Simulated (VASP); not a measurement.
Write the native input for VASP 6.6.1 that does the following.

| Item | Value |
| --- | --- |
| Task | single point |
| Functional | PBEsol |
| Potentials or basis | VASP PAW PBE potentials, release 64 (Al, O) |
| Cutoff | 520 eV |
| k mesh | 12 × 12 × 10 |
| Occupations | gaussian, width 0.1 eV |
| Spin | collinear spin |
| Starting moments | [0.0, 0.0, 0.0, 0.0, 0.5, 0.5] μB |
| Dipole correction | no |
| Further INCAR settings | ALGO = Fast; EDIFF = 1e-07; NBANDS = 28 |

The structure of AlO2 lies in POSCAR:

```
AlO2
1.0
    1.4881620000     -5.4028330000      0.0000000000
    1.4881620000      5.4028330000      0.0000000000
    0.0000000000      0.0000000000      3.6466120000
Al O
2 4
Direct
    0.3318670000      0.6681330000      0.2500000000
    0.6681330000      0.3318670000      0.7500000000
    0.7058160000      0.2941840000      0.2500000000
    0.2941840000      0.7058160000      0.7500000000
    0.9389280000      0.0610720000      0.2500000000
    0.0610720000      0.9389280000      0.7500000000
```

One way to write it, as run:

INCAR

```
SYSTEM = AlO2
PREC = Accurate
ENCUT = 520
EDIFF = 1E-7
ISMEAR = 0
SIGMA = 0.1
LREAL = .FALSE.
LASPH = .TRUE.
NELM = 150
ALGO = Fast
ISIF = 2
LWAVE = .FALSE.
LCHARG = .FALSE.
ISPIN = 2
MAGMOM = 0 0 0 0 0.5 0.5
LORBIT = 11
GGA = PS
NBANDS = 28
```

KPOINTS

```
regular mesh
0
G
  12 12 10
  0 0 0
```

Potentials or basis: VASP PAW PBE potentials, release 64 (Al, O).

Command:

```bash
$ cat potpaw_PBE.64/Al/POTCAR potpaw_PBE.64/O/POTCAR > POTCAR
$ mpirun -np 1 vasp_std > vasp.out
```

Results of the run:

```json
{
  "Pressure": "-5.1 GPa",
  "Largest force": "0.109 eV/Å",
  "Net moment": "1.91 μB per cell",
  "Site moments": "Al -0.01; O +0.10, +0.72 (each value once) μB",
  "Valence electrons inside the program's atomic spheres": "Al 0.70; O 5.12, 4.88 (each value once)"
}
```

Caveat: the cell stands under tension; the PAW data sets were made with another functional, which shifts forces and pressure a little.

Run time: 33 min on 1 thread of Oxide Virtual Turin-like Processor, with other jobs on the host, peak memory 0.62 GiB.
